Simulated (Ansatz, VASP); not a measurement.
# TiPt3 in VASP and in Ansatz

```
Ti Pt
1.0
     3.89935    0.00000    0.00000
     0.00000    3.89935    0.00000
     0.00000    0.00000    3.89935
Ti Pt
1 3
Direct
  0.00000 0.00000 0.00000
  0.00000 0.50000 0.50000
  0.50000 0.00000 0.50000
  0.50000 0.50000 0.00000
```

Alike in both runs: task single point; functional PBEsol; k mesh 14 × 14 × 14; occupations gaussian, width 0.1 eV; no spin polarisation.

|  | VASP | Ansatz |
| --- | --- | --- |
| version | VASP 6.6.1 | Ansatz 0.2.0 |
| potentials or method | VASP PAW PBE potentials, release 64 (Ti_sv, Pt), cutoff 520 eV | scalar-relativistic, plane waves, PAW |
| valence electrons in the cell | 42 | 66 |

```csv
,VASP,Ansatz,Ansatz less VASP
gap on the k mesh at the Fermi level (eV),none,none,-
pressure (GPa),-0.2,0.1,+0.27
```

VASP's potentials were made for PBE, not for PBEsol. A gap of «none» marks a metal or a gap that the smearing closes. With one functional, cell and mesh, what is left measures potentials, basis and numerics. VASP's potentials hold 42 valence electrons a cell and Ansatz's 66, so a difference there can come from the potentials and not from the codes.

Spin-orbit coupling is off throughout.
